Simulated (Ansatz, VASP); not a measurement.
**One calculation of Lu, two programs**

Contents of INCAR:

```
PREC     = Accurate       # precision mode
ENCUT    = 520            # plane-wave cutoff, eV
EDIFF    = 1E-7           # SCF threshold, eV
ISMEAR   = -1             # smearing method
SIGMA    = 0.05           # smearing width, eV
LREAL    = False          # projectors in reciprocal space
LASPH    = True           # aspherical terms in the spheres
NELM     = 80             # most SCF steps
ALGO     = Normal         # electronic algorithm
ISIF     = 2              # what is computed and relaxed
LWAVE    = False          # write WAVECAR
LCHARG   = False          # write CHGCAR
GGA      = PE             # functional
NBANDS   = 32             # bands
```

File KPOINTS:

```
regular mesh
0
Gamma
  12 12 6
```

Contents of POSCAR:

```
Lu
1.0
    3.5276977187      0.0000000000      0.0000000000
   -1.7638488593      3.0550758412      0.0000000000
    0.0000000000      0.0000000000      5.5010426111
Lu
2
Direct
    0.3333333333      0.6666666667      0.2500000000
    0.6666666667      0.3333333333      0.7500000000
```

Input for Ansatz:

```yaml
crystal:
  lattice:
    - [3.5276977187, 0.0, 0.0]
    - [-1.7638488593, 3.0550758412, 0.0]
    - [0.0, 0.0, 5.5010426111]
  atoms:
    - { symbol: Lu, position: [0.3333333333, 0.6666666667, 0.25] }
    - { symbol: Lu, position: [0.6666666667, 0.3333333333, 0.75] }
kpoints:
  mp_grid: { grid: [12, 12, 6] }
scf:
  occupations: { method: fermi_dirac, width: 0.05 }
hamiltonian:
  xc: pbe
  pseudopotentials: { kind: all_electron, lapw: { basis_error: 0.00025 } }
output:
  forces: true
  stress: true
  eigenvalues: true
```

Change from the starting cell: volume scaled by 1.02.

Alike in both runs: task single point; functional PBE; k mesh 12 × 12 × 6; occupations fermi-dirac, width 0.05 eV; no spin polarisation.

|  | VASP | Ansatz |
| --- | --- | --- |
| version | VASP 6.6.1 | Ansatz 0.2.0 |
| potentials or method | VASP PAW PBE potentials, release 64 (Lu), cutoff 520 eV | all-electron LAPW, scalar-relativistic |

Ansatz gave:

| Property | Result |
| --- | --- |
| pressure (GPa) | -0.9 |

Estimate VASP's values.

pressure (GPa): -0.7.

Ansatz ran all-electron here, and VASP with PAW potentials.

Neither program's run includes spin-orbit coupling.
